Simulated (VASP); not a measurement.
Wanted: the native input for a VASP 6.6.1 run.

```yaml
Task: single point
Functional: LDA
Potentials_or_basis: VASP PAW LDA potentials, release 64 (Na_pv, I)
Cutoff: 520 eV
k_mesh: 6 × 6 × 4
Occupations: gaussian, width 0.01 eV
Spin: no spin polarisation
Dipole_correction: no
Further_INCAR_settings: ALGO = Normal; EDIFF = 1e-06; NBANDS = 22
```

The structure of NaI lies in POSCAR:

```
NaI
1.0
    5.4164807906      0.0000000000      0.0000000000
   -2.7082403953      4.6908099638      0.0000000000
    0.0000000000      0.0000000000      6.4591768406
Na I
2 2
Direct
    0.3333333333      0.6666666667     -0.0625512453
    0.6666666667      0.3333333333      0.4374487547
    0.3333333333      0.6666666667      0.4375512453
    0.6666666667      0.3333333333      0.9375512453
```

One way to write it, as run:

INCAR

```
SYSTEM = NaI
PREC     = Accurate       ! precision mode
ENCUT    = 520            ! plane-wave cutoff, eV
EDIFF    = 1E-6           ! SCF threshold, eV
ISMEAR   = 0              ! smearing method
SIGMA    = 0.01           ! smearing width, eV
LREAL    = .False.        ! projectors in reciprocal space
LASPH    = .True.         ! aspherical terms in the spheres
NELM     = 100            ! most SCF steps
ALGO     = Normal         ! electronic algorithm
ISIF     = 2              ! what is computed and relaxed
LWAVE    = .False.        ! write WAVECAR
LCHARG   = .False.        ! write CHGCAR
GGA      = CA             ! functional
NBANDS   = 22             ! bands
```

KPOINTS

```
Automatic mesh
0
Gamma
  6 6 4
  0 0 0
```

Potentials or basis: VASP PAW LDA potentials, release 64 (Na_pv, I).

The run is started by

```bash
$ cat potpaw_LDA.64/Na_pv/POTCAR potpaw_LDA.64/I/POTCAR > POTCAR
$ mpirun -np 1 vasp_std > vasp.out
```

Results of the run:

```json
{
  "Pressure": "-1.1 GPa",
  "Band gap on the k mesh": "3.25 eV"
}
```

Caveat: spin-orbit coupling is left out, which moves the levels of the heavy elements.

It took 100 s on 1 thread of Intel Xeon 8259CL, on a shared host, peak memory 0.24 GiB.
